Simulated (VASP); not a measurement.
# Na (Pm-3m) in VASP: further runs

Na is run at these levels: PBEsol; tasks: single point.

Everything below comes from runs of VASP 6.6.1. Logs are shortened: lines on timing, memory, paths and dates and some standing lists are left out, and cuts for length are marked.

### Step 1. The cell of the first run

Symmetry: Pm-3m, No. 221, cubic system. Conventional cell: a = 3.247 Å, b = 3.247 Å, c = 3.247 Å, α = 90.00°, β = 90.00°, γ = 90.00°. Na (site symmetry m-3m) has 6 Na at 3.25 Å within 4.3 Å.

### Step 2. Single point, PBEsol (volume scaled by 0.88)

INCAR reads:

```
SYSTEM = Na
ALGO = Normal
EDIFF = 1E-6
ENCUT = 520
GGA = PS
ISIF = 2
ISMEAR = -1
LASPH = .True.
LCHARG = .False.
LREAL = .False.
LWAVE = .False.
NBANDS = 10
NELM = 100
PREC = Accurate
SIGMA = 0.1
```

KPOINTS reads:

```
k-points
0
Gamma
  11 11 11
  0 0 0
```

POSCAR reads:

```
Na
1.0
    3.2469980102      0.0000000000      0.0000000000
    0.0000000000      3.2469980102      0.0000000000
    0.0000000000      0.0000000000      3.2469980102
Na
1
Direct
    0.0000000000      0.0000000000      0.0000000000
```

Potentials or basis: VASP PAW PBE potentials, release 64 (Na_pv).

Launch:

```console
$ cat potpaw_PBE.64/Na_pv/POTCAR > POTCAR
$ mpirun -np 1 vasp_std > vasp.out
```

OUTCAR:

```text
SYSTEM = Na
   EDIFF = 1E-6
   ENCUT = 520
   GGA = PS
   ISIF = 2
   ISMEAR = -1
   LASPH = .True.
   LREAL = .False.
   NELM = 100
   PREC = Accurate

 ion  position               nearest neighbor table
   1  0.000  0.000  0.000-

  LATTYP: Found a simple cubic cell.
 ALAT       =     3.2469980102

  Lattice vectors:

 A1 = (   3.2469980102,   0.0000000000,   0.0000000000)
 A2 = (   0.0000000000,   3.2469980102,   0.0000000000)
 A3 = (   0.0000000000,   0.0000000000,   3.2469980102)

Analysis of symmetry for initial positions (statically):
=====================================================================
 Subroutine PRICEL returns:
 Original cell was already a primitive cell.

 Routine SETGRP: Setting up the symmetry group for a
 simple cubic supercell.

 Subroutine GETGRP returns: Found 48 space group operations
 (whereof 48 operations were pure point group operations)
 out of a pool of 48 trial point group operations.

The static configuration has the point symmetry O_h .

Analysis of symmetry for dynamics (positions and initial velocities):
=====================================================================
 Subroutine PRICEL returns:
 Original cell was already a primitive cell.

 Routine SETGRP: Setting up the symmetry group for a
 simple cubic supercell.

 Subroutine GETGRP returns: Found 48 space group operations
 (whereof 48 operations were pure point group operations)
 out of a pool of 48 trial point group operations.

The dynamic configuration has the point symmetry O_h .

 Subroutine INISYM returns: Found 48 space group operations
 (whereof 48 operations are pure point group operations),
 and found     1 'primitive' translations

----------------------------------------------------------------------------------------

                                     Primitive cell

  volume of cell :      34.2331

  direct lattice vectors                    reciprocal lattice vectors
     3.246998010  0.000000000  0.000000000     0.307976783  0.000000000  0.000000000
     0.000000000  3.246998010  0.000000000     0.000000000  0.307976783  0.000000000
     0.000000000  0.000000000  3.246998010     0.000000000  0.000000000  0.307976783

  length of vectors
     3.246998010  3.246998010  3.246998010     0.307976783  0.307976783  0.307976783

  position of ions in fractional coordinates (direct lattice)
     0.000000000  0.000000000  0.000000000

  ion indices of the primitive-cell ions
   primitive index   ion index
                 1           1

----------------------------------------------------------------------------------------

 KPOINTS: k-points

Automatic generation of k-mesh.
 Grid dimensions read from file:
 generate k-points for:   11   11   11

 Generating k-lattice:

  Cartesian coordinates                     Fractional coordinates (reciprocal lattice)
     0.027997889  0.000000000  0.000000000     0.090909091  0.000000000  0.000000000
     0.000000000  0.027997889  0.000000000     0.000000000  0.090909091  0.000000000
     0.000000000  0.000000000  0.027997889     0.000000000  0.000000000  0.090909091

  Length of vectors
     0.027997889  0.027997889  0.027997889

  Shift w.r.t. Gamma in fractional coordinates (k-lattice)
     0.000000000  0.000000000  0.000000000

 Subroutine IBZKPT returns following result:
 ===========================================

 Found     56 irreducible k-points:

 Following reciprocal coordinates:
            Coordinates               Weight
  0.000000  0.000000  0.000000      1.000000
  0.090909  0.000000  0.000000      6.000000
  0.181818  0.000000  0.000000      6.000000
  0.272727  0.000000  0.000000      6.000000
  0.363636  0.000000  0.000000      6.000000
  0.454545  0.000000  0.000000      6.000000
[... 16 lines left out ...]
  0.181818  0.090909  0.090909     24.000000
  0.272727  0.090909  0.090909     24.000000
 [... further k-points ...]
   k-points           NKPTS =     56   k-points in BZ     NKDIM =     56   number of bands    NBANDS=     10
   number of dos      NEDOS =    301   number of ions     NIONS =      1
   total plane-waves  NPLWV =  13824
   dimension x,y,z NGX =    24 NGY =   24 NGZ =   24
   dimension x,y,z NGXF=    48 NGYF=   48 NGZF=   48
   ions per type =               1
   NGX,Y,Z   is equivalent  to a cutoff of  12.29, 12.29, 12.29 a.u.
   NGXF,Y,Z  is equivalent  to a cutoff of  24.58, 24.58, 24.58 a.u.
 SYSTEM =  Na
   PREC   = accura    normal or accurate (medium, high low for compatibility)
   ISTART =      0    job   : 0-new  1-cont  2-samecut
   ICHARG =      2    charge: 1-file 2-atom 10-const
   ISPIN  =      1    spin polarized calculation?
   LNONCOLLINEAR =      F non collinear calculations
   LSORBIT =      F    spin-orbit coupling
   LASPH  =      T    aspherical Exc in radial PAW
   ENCUT  =  520.0 eV  38.22 Ry    6.18 a.u.   6.04  6.04  6.04*2*pi/ulx,y,z
   NELM   =    100;   NELMIN=  2; NELMDL= -5     # of ELM steps
   EDIFF  = 0.1E-05   stopping-criterion for ELM
   LREAL  =      F    real-space projection
   EDIFFG = 0.1E-04   stopping-criterion for IOM
   NSW    =      0    number of steps for IOM
   IBRION =     -1    ionic relax: 0-MD 1-quasi-New 2-CG
   NFREE  =      0    steps in history (QN), initial steepest desc. (CG)
   ISIF   =      2    stress and relaxation
   ISYM   =      2    0-nonsym 1-usesym 2-fastsym
   POTIM  = 0.5000    time-step for ionic-motion
   TEBEG  =    0.0;   TEEND  =   0.0 temperature during run
   PSTRESS=    0.0 pullay stress
   NELECT =       7.0000    total number of electrons
   NUPDOWN=      -1.0000    fix difference up-down
   EMIN   =  10.00;   EMAX   =-10.00  energy-range for DOS
   EFERMI =   0.00;   METHOD = LEGACY
   ISMEAR =    -1;   SIGMA  =   0.10  broadening in eV -4-tet -1-fermi 0-gaus
   EFERMI_NEDOS =   21; number of points for ismear=-14 and -15
   IALGO  =     38    algorithm
   IMIX   =      4    mixing-type and parameters
     AMIX     =   0.40;   BMIX     =  1.00
     AMIX_MAG =   1.60;   BMIX_MAG =  1.00
  volume/ion in A,a.u.               =      34.23       231.02
  Fermi-wavevector in a.u.,A,eV,Ry     =   0.964478  1.822598 12.656372  0.930217
  Thomas-Fermi vector in A             =   2.094112
   LORBIT       =      0    0 simple, 1 ext, 2 COOP (PROOUT), +10 PAW based schemes
   GGA     = PS    functional components
   LHFCALC =     F    Hartree Fock is set to
   AEXX    =    0.0000 exact exchange contribution
   IVDW    =     0    specifies the selected vdW correction
   LEPSILON=     F    determine dielectric tensor
   LRPA    =     F    only Hartree local field effects (RPA)
 non-spin polarized calculation
  energy-cutoff  :      520.00
  volume of cell :       34.23
 maximum number of plane-waves:       937
   NGX = 13   NGY = 13   NGZ = 13

 number of electron       6.9999985 magnetization

 Free energy of the ion-electron system (eV)
  ---------------------------------------------------
  ext. energy  EPLUGINS =         0.00000000
  ---------------------------------------------------
  free energy    TOTEN  =        -1.27203190 eV

  energy without entropy =       -1.25619350  energy(sigma->0) =       -1.26411270

 E-fermi :   0.5419     XC(G=0):  -6.7114

 val. band max:        0.5385765247   @ k =   0.3636   0.2727   0.1818
 cond. band min:       0.6399454485   @ k =   0.4545   0.1818   0.0909
 fundamental gap:      0.1013689238
 Fermi energy:         0.5418597867

 k-point     1 :       0.0000    0.0000    0.0000
  band No.  band energies     occupation
      1     -24.3679      2.00000
      2     -24.3679      2.00000
      3     -24.3679      2.00000
      4      -2.8937      2.00000
      5       9.4116      0.00000
      6       9.4116      0.00000
      7      11.0630      0.00000
      8      11.0630      0.00000
      9      11.0630      0.00000
     10      14.3757      0.00000

 k-point     2 :       0.0909    0.0000    0.0000
  band No.  band energies     occupation
      1     -24.3741      2.00000
      2     -24.3674      2.00000
      3     -24.3674      2.00000
      4      -2.7712      2.00000
      5       8.1420      0.00000
      6       9.5229      0.00000
      7      11.1571      0.00000
      8      11.1571      0.00000
      9      11.9090      0.00000
     10      15.0908      0.00000

 k-point     3 :       0.1818    0.0000    0.0000
  band No.  band energies     occupation
      1     -24.3905      2.00000
      2     -24.3660      2.00000
      3     -24.3660      2.00000
      4      -2.4058      2.00000
      5       6.2815      0.00000
      6       9.8538      0.00000
      7      11.4390      0.00000
      8      11.4390      0.00000
      9      12.7309      0.00000
     10      16.9769      0.00000

 k-point     4 :       0.2727    0.0000    0.0000
  band No.  band energies     occupation
      1     -24.4120      2.00000
      2     -24.3642      2.00000
      3     -24.3642      2.00000
      4      -1.8028      2.00000
      5       4.4813      0.00000
      6      10.3929      0.00000
      7      11.9062      0.00000
      8      11.9062      0.00000
      9      13.4464      0.00000
     10      17.3122      0.00000

 k-point     5 :       0.3636    0.0000    0.0000
  band No.  band energies     occupation
      1     -24.4317      2.00000
      2     -24.3625      2.00000
      3     -24.3625      2.00000
      4      -0.9712      2.00000
      5       2.8343      0.00000
      6      11.1002      0.00000
      7      12.5457      0.00000
      8      12.5457      0.00000
      9      14.1818      0.00000
     10      15.6669      0.00000

 k-point     6 :       0.4545    0.0000    0.0000
  band No.  band energies     occupation
      1     -24.4433      2.00000
      2     -24.3615      2.00000
      3     -24.3615      2.00000
      4       0.0703      1.98225
      5       1.3819      0.00045
      6      11.7934      0.00000
      7      13.2643      0.00000
      8      13.2643      0.00000
      9      14.5049      0.00000
     10      14.7685      0.00000

 k-point     7 :       0.0909    0.0909    0.0000
  band No.  band energies     occupation
      1     -24.3739      2.00000
      2     -24.3732      2.00000
      3     -24.3669      2.00000
      4      -2.6491      2.00000
      5       7.9647      0.00000
      6       8.6445      0.00000
      7      11.1893      0.00000
      8      11.2515      0.00000
      9      12.9498      0.00000
     10      15.5621      0.00000

 k-point     8 :       0.1818    0.0909    0.0000
  band No.  band energies     occupation
      1     -24.3899      2.00000
      2     -24.3720      2.00000
      3     -24.3655      2.00000
      4      -2.2846      2.00000
      5       6.3656      0.00000
      6       8.7228      0.00000
      7      11.4862      0.00000
      8      11.5343      0.00000
      9      14.0120      0.00000
     10      17.1482      0.00000

 k-point     9 :       0.2727    0.0909    0.0000
  band No.  band energies     occupation
      1     -24.4113      2.00000
      2     -24.3701      2.00000
      3     -24.3637      2.00000
      4      -1.6831      2.00000
      5       4.5870      0.00000
      6       9.2363      0.00000
      7      11.9572      0.00000
      8      12.0029      0.00000
      9      14.7358      0.00000
     10      15.6206      0.00000
[... 118 lines left out ...]
 k-point    19 :       0.3636    0.3636    0.0000
  band No.  band energies     occupation
      1     -24.4243      2.00000
      2     -24.4229      2.00000
      3     -24.3572      2.00000
      4       0.8795      0.06606
      5       4.2905      0.00000
      6       5.0013      0.00000
      7       8.3385      0.00000
      8      14.0924      0.00000
      9      15.0096      0.00000
     10      16.5317      0.00000

 k-point    20 :       0.4545    0.3636    0.0000
  band No.  band energies     occupation
      1     -24.4348      2.00000
      2     -24.4221      2.00000
      3     -24.3563      2.00000
      4       1.8734      0.00000
      5       3.1802      0.00000
      6       5.6149      0.00000
      7       7.0331      0.00000
      8      14.8811      0.00000
      9      15.9005      0.00000
     10      15.9802      0.00000

 k-point    21 :       0.4545    0.4545    0.0000
  band No.  band energies     occupation
      1     -24.4333      2.00000
      2     -24.4331      2.00000
      3     -24.3553      2.00000
      4       2.8488      0.00000
      5       3.8819      0.00000
      6       4.4018      0.00000
      7       5.7531      0.00000
      8      15.6142      0.00000
      9      16.0710      0.00000
     10      16.9467      0.00000

 k-point    22 :       0.0909    0.0909    0.0909
  band No.  band energies     occupation
      1     -24.3737      2.00000
      2     -24.3726      2.00000
      3     -24.3726      2.00000
      4      -2.5273      2.00000
      5       8.0719      0.00000
      6       8.0719      0.00000
      7       9.9681      0.00000
      8      13.0397      0.00000
      9      13.0397      0.00000
     10      15.9393      0.00000

 k-point    23 :       0.1818    0.0909    0.0909
  band No.  band energies     occupation
      1     -24.3894      2.00000
      2     -24.3718      2.00000
      3     -24.3712      2.00000
      4      -2.1637      2.00000
      5       6.4528      0.00000
      6       8.3927      0.00000
      7       9.9468      0.00000
      8      13.2903      0.00000
      9      14.3807      0.00000
     10      17.0760      0.00000

 k-point    24 :       0.2727    0.0909    0.0909
  band No.  band energies     occupation
      1     -24.4106      2.00000
      2     -24.3699      2.00000
      3     -24.3693      2.00000
      4      -1.5637      2.00000
      5       4.6924      0.00000
      6       8.9253      0.00000
      7      10.3920      0.00000
      8      13.5499      0.00000
      9      15.1294      0.00000
     10      15.4892      0.00000

 [... further k-points ...]
[... 5 lines left out ...]
  --------------------------------------------------------------------------------------
  -------------------------------------------------------------------------------------
  Total        0.2126361      0.2126361      0.2126361     -0.0000000     -0.0000000      0.0000000
  in kB        9.9517951      9.9517951      9.9517951     -0.0000000     -0.0000000      0.0000000
  external PRESSURE =       9.9517951 kB  Pullay stress =       0.0000000 kB

 VOLUME and BASIS-vectors are now :
 -----------------------------------------------------------------------------
  energy-cutoff  :      520.00
  volume of cell :       34.23
      direct lattice vectors                 reciprocal lattice vectors
     3.246998010  0.000000000  0.000000000     0.307976783  0.000000000  0.000000000
     0.000000000  3.246998010  0.000000000     0.000000000  0.307976783  0.000000000
     0.000000000  0.000000000  3.246998010     0.000000000  0.000000000  0.307976783

 POSITION                                       TOTAL-FORCE (eV/Angst)
 -----------------------------------------------------------------------------------
      0.00000      0.00000      0.00000         0.000000      0.000000      0.000000
 -----------------------------------------------------------------------------------
    total drift:                                0.000000     -0.000000      0.000000

  FREE ENERGIE OF THE ION-ELECTRON SYSTEM (eV)
  ---------------------------------------------------
  free  energy   TOTEN  =        -1.2720319040 eV

  energy  without entropy=       -1.2561935021  energy(sigma->0) =       -1.26411270
```

Run time: 3 s. Hardware: 1 thread of Intel Xeon 6975P-C (Granite Rapids), shared host; peak memory 0.13 GiB.

Results:

```yaml
Free_energy: -1.2720 eV
Pressure: 1.0 GPa
```

Levels at points of the mesh, in eV from the Fermi level:
| k point | band 1 | band 2 | band 3 | band 4 | band 5 | band 6 | band 7 | band 8 |
| --- | --- | --- | --- | --- | --- | --- | --- | --- |
| (0.00, 0.00, 0.00) | -24.91 | -24.91 | -24.91 | -3.44 | 8.87 | 8.87 | 10.52 | 10.52 |

Caveat: the PAW data sets were made with another functional, which shifts forces and pressure a little.

(Continued in part 2 of 2.)
